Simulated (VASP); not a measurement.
A run of VASP 6.6.1:

The input INCAR:

```
SYSTEM = MnS
PREC = Accurate
ENCUT = 500
EDIFF = 1E-6
ISMEAR = 1
SIGMA = 0.1
LREAL = .FALSE.
LASPH = .TRUE.
NELM = 200
ALGO = Normal
ISIF = 2
LWAVE = .FALSE.
LCHARG = .FALSE.
ISPIN = 2
MAGMOM = 4 0
LORBIT = 11
LMAXMIX = 4
NBANDS = 20
GGA_COMPAT = .FALSE.
```

KPOINTS

```
regular mesh
0
G
  7 7 7
  0 0 0
```

POSCAR

```
MnS
1.0
    3.0990400000      0.0000000000      0.0000000000
    0.0000000000      3.0990400000      0.0000000000
    0.0000000000      0.0000000000      3.0990400000
Mn S
1 1
Direct
    0.5000000000      0.5000000000      0.5000000000
    0.0000000000      0.0000000000      0.0000000000
```

Potentials or basis: VASP PAW LDA potentials, release 64 (Mn_pv, S).

The run is started by

```console
$ cat potpaw_LDA.64/Mn_pv/POTCAR potpaw_LDA.64/S/POTCAR > POTCAR
$ mpirun -np 1 vasp_std > vasp.out
```

Hardware: 1 thread of Intel Xeon 8259CL, with other jobs on the host.

**Question.** Estimate the wall time of this run.

**Answer.** Wall time 27 s on 1 thread of Intel Xeon 8259CL, on a shared host, peak memory 0.14 GiB. Counts: scf iterations 14, k points 20.
